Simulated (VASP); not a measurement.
# Cu2Ni (P-62m) in VASP: a series of runs, part 2 of 5

VASP 6.6.1. Earlier steps stand in the parts before.

### Step 3. Single point, PBE

This run uses another cell than the first one: it holds 6 atoms, not 12.

File INCAR:

```
PREC = Accurate
ENCUT = 520
EDIFF = 1E-6
ISMEAR = 0
SIGMA = 0.1
LREAL = False
LASPH = True
NELM = 60
ALGO = Fast
ISIF = 2
LWAVE = False
LCHARG = True
GGA = PE
LELF = True
LVHAR = True
NBANDS = 41
```

File KPOINTS:

```
Automatic mesh
0
Gamma
  12 12 10
```

File POSCAR:

```
Cu2Ni
1.0
    4.3782374209      0.0000000000      0.0000000000
   -2.1891187104      3.7916648303      0.0000000000
    0.0000000000      0.0000000000      4.1716370123
Cu Ni
4 2
Direct
    0.0000000000      0.0000000000      0.0000000000
    0.0000000000      0.3375666566      0.5000000000
    0.6624333434      0.6624333434      0.5000000000
    0.3375666566      0.0000000000      0.5000000000
    0.6666666667      0.3333333333      0.0000000000
    0.3333333333      0.6666666667      0.0000000000
```

Potentials or basis: VASP PAW PBE potentials, release 64 (Cu, Ni).

On the command line:

```sh
$ cat potpaw_PBE.64/Cu/POTCAR potpaw_PBE.64/Ni/POTCAR > POTCAR
$ mpirun -np 1 vasp_std > vasp.out
```

OUTCAR:

```text
PREC = Accurate
   ENCUT = 520
   EDIFF = 1E-6
   ISMEAR = 0
   LREAL = False
   LASPH = True
   NELM = 60
   ISIF = 2
   GGA = PE

 ion  position               nearest neighbor table
   1  0.000  0.000  0.000-   5 2.53   6 2.53   6 2.53   5 2.53   5 2.53   6 2.53   2 2.56   2 2.56
                             4 2.56   4 2.56   3 2.56   3 2.56
   2  0.000  0.338  0.500-   3 2.51   4 2.51   3 2.51   4 2.51   5 2.54   5 2.54   6 2.54   6 2.54
                             1 2.56   1 2.56   4 2.56   3 2.56
   3  0.662  0.662  0.500-   4 2.51   2 2.51   4 2.51   2 2.51   5 2.54   5 2.54   6 2.54   6 2.54
                             1 2.56   1 2.56   2 2.56   4 2.56
   4  0.338  0.000  0.500-   3 2.51   3 2.51   2 2.51   2 2.51   6 2.54   6 2.54   5 2.54   5 2.54
                             1 2.56   1 2.56   2 2.56   3 2.56
   5  0.667  0.333  0.000-   1 2.53   6 2.53   6 2.53   1 2.53   1 2.53   6 2.53   2 2.54   2 2.54
                             4 2.54   4 2.54   3 2.54   3 2.54
   6  0.333  0.667  0.000-   1 2.53   5 2.53   5 2.53   1 2.53   1 2.53   5 2.53   4 2.54   4 2.54
                             2 2.54   2 2.54   3 2.54   3 2.54

  LATTYP: Found a hexagonal cell.
 ALAT       =     4.3782374209
 C/A-ratio  =     0.9528119678

  Lattice vectors:

 A1 = (   4.3782374209,   0.0000000000,   0.0000000000)
 A2 = (  -2.1891187104,   3.7916648303,   0.0000000000)
 A3 = (   0.0000000000,   0.0000000000,   4.1716370123)

Analysis of symmetry for initial positions (statically):
=====================================================================
 Subroutine PRICEL returns:
 Original cell was already a primitive cell.

 Routine SETGRP: Setting up the symmetry group for a
 hexagonal supercell.

 Subroutine GETGRP returns: Found 12 space group operations
 (whereof 12 operations were pure point group operations)
 out of a pool of 24 trial point group operations.

The static configuration has the point symmetry D_3h.

Analysis of symmetry for dynamics (positions and initial velocities):
=====================================================================
 Subroutine PRICEL returns:
 Original cell was already a primitive cell.

 Routine SETGRP: Setting up the symmetry group for a
 hexagonal supercell.

 Subroutine GETGRP returns: Found 12 space group operations
 (whereof 12 operations were pure point group operations)
 out of a pool of 24 trial point group operations.

The dynamic configuration has the point symmetry D_3h.

 Subroutine INISYM returns: Found 12 space group operations
 (whereof 12 operations are pure point group operations),
 and found     1 'primitive' translations

----------------------------------------------------------------------------------------

                                     Primitive cell

  volume of cell :      69.2525

  direct lattice vectors                    reciprocal lattice vectors
     4.378237421  0.000000000  0.000000000     0.228402415  0.131868196  0.000000000
    -2.189118710  3.791664830  0.000000000     0.000000000  0.263736391  0.000000000
     0.000000000  0.000000000  4.171637012     0.000000000  0.000000000  0.239714049

  length of vectors
     4.378237421  4.378237421  4.171637012     0.263736391  0.263736391  0.239714049

  position of ions in fractional coordinates (direct lattice)
     0.000000000  0.000000000  0.000000000
     0.000000000  0.337566657  0.500000000
     0.662433343  0.662433343  0.500000000
     0.337566657  0.000000000  0.500000000
[... 63 lines left out ...]
  0.333333  0.000000  0.100000     12.000000
 [... further k-points ...]
   k-points           NKPTS =    114   k-points in BZ     NKDIM =    114   number of bands    NBANDS=     41
   number of dos      NEDOS =    301   number of ions     NIONS =      6
   total plane-waves  NPLWV =  41472
   dimension x,y,z NGX =    36 NGY =   36 NGZ =   32
   dimension x,y,z NGXF=    72 NGYF=   72 NGZF=   64
   ions per type =               4   2
   NGX,Y,Z   is equivalent  to a cutoff of  13.67, 13.67, 12.75 a.u.
   NGXF,Y,Z  is equivalent  to a cutoff of  27.34, 27.34, 25.50 a.u.
 SYSTEM =  unknown system
   PREC   = accura    normal or accurate (medium, high low for compatibility)
   ISTART =      0    job   : 0-new  1-cont  2-samecut
   ICHARG =      2    charge: 1-file 2-atom 10-const
   ISPIN  =      1    spin polarized calculation?
   LNONCOLLINEAR =      F non collinear calculations
   LSORBIT =      F    spin-orbit coupling
   LASPH  =      T    aspherical Exc in radial PAW
   ENCUT  =  520.0 eV  38.22 Ry    6.18 a.u.   8.14  8.14  7.76*2*pi/ulx,y,z
   NELM   =     60;   NELMIN=  2; NELMDL= -5     # of ELM steps
   EDIFF  = 0.1E-05   stopping-criterion for ELM
   LREAL  =      F    real-space projection
   EDIFFG = 0.1E-04   stopping-criterion for IOM
   NSW    =      0    number of steps for IOM
   IBRION =     -1    ionic relax: 0-MD 1-quasi-New 2-CG
   NFREE  =      0    steps in history (QN), initial steepest desc. (CG)
   ISIF   =      2    stress and relaxation
   ISYM   =      2    0-nonsym 1-usesym 2-fastsym
   POTIM  = 0.5000    time-step for ionic-motion
   TEBEG  =    0.0;   TEEND  =   0.0 temperature during run
   PSTRESS=    0.0 pullay stress
   NELECT =      64.0000    total number of electrons
   NUPDOWN=      -1.0000    fix difference up-down
   EMIN   =  10.00;   EMAX   =-10.00  energy-range for DOS
   EFERMI =   0.00;   METHOD = LEGACY
   ISMEAR =     0;   SIGMA  =   0.10  broadening in eV -4-tet -1-fermi 0-gaus
   EFERMI_NEDOS =   21; number of points for ismear=-14 and -15
   IALGO  =     68    algorithm
   IMIX   =      4    mixing-type and parameters
     AMIX     =   0.40;   BMIX     =  1.00
     AMIX_MAG =   1.60;   BMIX_MAG =  1.00
  volume/ion in A,a.u.               =      11.54        77.89
  Fermi-wavevector in a.u.,A,eV,Ry     =   1.594616  3.013388 34.596916  2.542802
  Thomas-Fermi vector in A             =   2.692663
   LORBIT       =      0    0 simple, 1 ext, 2 COOP (PROOUT), +10 PAW based schemes
   GGA     = PE    functional components
   LHFCALC =     F    Hartree Fock is set to
   AEXX    =    0.0000 exact exchange contribution
   IVDW    =     0    specifies the selected vdW correction
   LEPSILON=     F    determine dielectric tensor
   LRPA    =     F    only Hartree local field effects (RPA)
 non-spin polarized calculation
 RMM-DIIS sequential band-by-band and
 Gauss-broadening in eV      SIGMA  =   0.10
  energy-cutoff  :      520.00
  volume of cell :       69.25
 maximum number of plane-waves:      1882
 NGX is ok and might be reduce to    36

 number of electron      63.9999994 magnetization

 Free energy of the ion-electron system (eV)
  ---------------------------------------------------
  ext. energy  EPLUGINS =         0.00000000
  ---------------------------------------------------
  free energy    TOTEN  =       -25.74094767 eV

  energy without entropy =      -25.72329746  energy(sigma->0) =      -25.73212256

 E-fermi :   7.9372     XC(G=0): -12.8670

 val. band max:        7.9315675560   @ k =   0.2500   0.0833   0.3000
 cond. band min:       7.9385069374   @ k =   0.2500   0.2500   0.4000
 fundamental gap:      0.0069393813
 Fermi energy:         7.9372003070

 k-point     1 :       0.0000    0.0000    0.0000
  band No.  band energies     occupation
      1      -1.1351      2.00000
      2       3.1504      2.00000
      3       4.0781      2.00000
      4       4.0958      2.00000
      5       4.0958      2.00000
      6       4.2669      2.00000
[... 1045 lines left out ...]
     40      16.4088      0.00000
     41      16.6147      0.00000

 [... further k-points ...]

------------------------ aborting loop because EDIFF is reached ----------------------------------------

  FORCE on cell =-STRESS in cart. coord.  units (eV):
  Direction    XX          YY          ZZ          XY          YZ          ZX
  --------------------------------------------------------------------------------------
  -------------------------------------------------------------------------------------
  Total        0.2524447      0.2524447      0.2122847      0.0000000     -0.0000000      0.0000000
  in kB        5.8403786      5.8403786      4.9112678      0.0000000     -0.0000000      0.0000000
  external PRESSURE =       5.5306750 kB  Pullay stress =       0.0000000 kB

 VOLUME and BASIS-vectors are now :
 -----------------------------------------------------------------------------
  energy-cutoff  :      520.00
  volume of cell :       69.25
      direct lattice vectors                 reciprocal lattice vectors
     4.378237421  0.000000000  0.000000000     0.228402415  0.131868196  0.000000000
    -2.189118710  3.791664830  0.000000000     0.000000000  0.263736391  0.000000000
     0.000000000  0.000000000  4.171637012     0.000000000  0.000000000  0.239714049

 POSITION                                       TOTAL-FORCE (eV/Angst)
 -----------------------------------------------------------------------------------
      0.00000      0.00000      0.00000         0.000000      0.000000      0.000000
     -0.73897      1.27994      2.08582        -0.001471      0.002548     -0.000000
      1.45015      2.51173      2.08582        -0.001471     -0.002548      0.000000
      1.47795      0.00000      2.08582         0.002942      0.000000      0.000000
      2.18912      1.26389      0.00000         0.000000      0.000000      0.000000
     -0.00000      2.52778      0.00000         0.000000      0.000000      0.000000
 -----------------------------------------------------------------------------------
    total drift:                                0.000001      0.000001      0.000001

  FREE ENERGIE OF THE ION-ELECTRON SYSTEM (eV)
  ---------------------------------------------------
  free  energy   TOTEN  =       -25.7409476699 eV

  energy  without entropy=      -25.7232974562  energy(sigma->0) =      -25.73212256
```

OSZICAR:

```text
N       E                     dE             d eps       ncg     rms          rms(c)
DAV:   1     0.522137580539E+03    0.52214E+03   -0.27968E+04  9668   0.265E+03
DAV:   2     0.249797686608E+02   -0.49716E+03   -0.47792E+03  9348   0.447E+02
DAV:   3    -0.299485174158E+02   -0.54928E+02   -0.49370E+02  9598   0.194E+02
DAV:   4    -0.313701684815E+02   -0.14217E+01   -0.14138E+01 10914   0.423E+01
DAV:   5    -0.314097085804E+02   -0.39540E-01   -0.39531E-01 13235   0.600E+00    0.204E+01
RMM:   6    -0.288666048260E+02    0.25431E+01   -0.55822E+01 10046   0.920E+01    0.135E+01
RMM:   7    -0.274000441514E+02    0.14666E+01   -0.16232E+01  9792   0.526E+01    0.134E+01
RMM:   8    -0.257816819110E+02    0.16184E+01   -0.10789E+00 10071   0.994E+00    0.211E+00
RMM:   9    -0.257720695223E+02    0.96124E-02   -0.30246E-01 10411   0.717E+00    0.168E+00
RMM:  10    -0.257460487996E+02    0.26021E-01   -0.73797E-02 10587   0.321E+00    0.750E-01
RMM:  11    -0.257396676067E+02    0.63812E-02   -0.31295E-02 10885   0.143E+00    0.826E-02
RMM:  12    -0.257406775856E+02   -0.10100E-02   -0.11923E-02 12306   0.836E-01    0.798E-02
RMM:  13    -0.257408631329E+02   -0.18555E-03   -0.24649E-03 12455   0.337E-01    0.463E-02
RMM:  14    -0.257409048981E+02   -0.41765E-04   -0.74041E-04 11494   0.268E-01    0.315E-02
RMM:  15    -0.257409408022E+02   -0.35904E-04   -0.44274E-04 12971   0.133E-01    0.198E-02
RMM:  16    -0.257409453386E+02   -0.45364E-05   -0.93506E-05 13572   0.594E-02    0.434E-03
RMM:  17    -0.257409473952E+02   -0.20566E-05   -0.18307E-05 11897   0.220E-02    0.447E-03
RMM:  18    -0.257409476699E+02   -0.27471E-06   -0.23691E-06  6438   0.127E-02
   1 F= -.25740948E+02 E0= -.25732123E+02  d E =-.176502E-01
```

It took 2.8 min on 1 thread of Intel Xeon 6975P-C (Granite Rapids), shared host; peak memory 0.38 GiB.

What came out:

| Quantity | Value |
| --- | --- |
| Free energy | -25.7409 eV |
| Pressure | 0.6 GPa |
| Band gap on the k mesh | zero (bands 32 and 33 overlap by 1.24 eV) |

Forces in eV/Å, atoms in the order of the input:
```
Cu   0.000  0.000  0.000
Cu  -0.001  0.003  0.000
Cu  -0.001 -0.003  0.000
Cu   0.003  0.000  0.000
Ni   0.000  0.000  0.000
Ni   0.000  0.000  0.000
```

Stress tensor (GPa, compression positive):
```
0.58 0.00 0.00
0.00 0.58 0.00
0.00 0.00 0.49
```

Levels at points of the mesh, in eV from the Fermi level:
| k point | band 29 | band 30 | band 31 | band 32 | band 33 | band 34 | band 35 | band 36 |
| --- | --- | --- | --- | --- | --- | --- | --- | --- |
| (0.00, 0.00, 0.00) | -0.71 | -0.63 | -0.46 | -0.46 | 3.71 | 3.71 | 4.04 | 4.21 |
| (0.50, 0.00, 0.00) | -0.67 | -0.38 | -0.31 | -0.19 | 0.67 | 2.39 | 4.17 | 4.27 |
| (0.00, 0.00, 0.50) | -0.94 | -0.58 | -0.58 | -0.28 | 4.45 | 4.49 | 5.04 | 5.04 |
| (0.50, 0.00, 0.50) | -0.57 | -0.48 | -0.39 | -0.21 | -0.13 | -0.07 | 0.87 | 1.17 |

Spin polarisation is off, so any magnetic state and its effect on volume and gap are missing.

(Continued in part 3 of 5.)
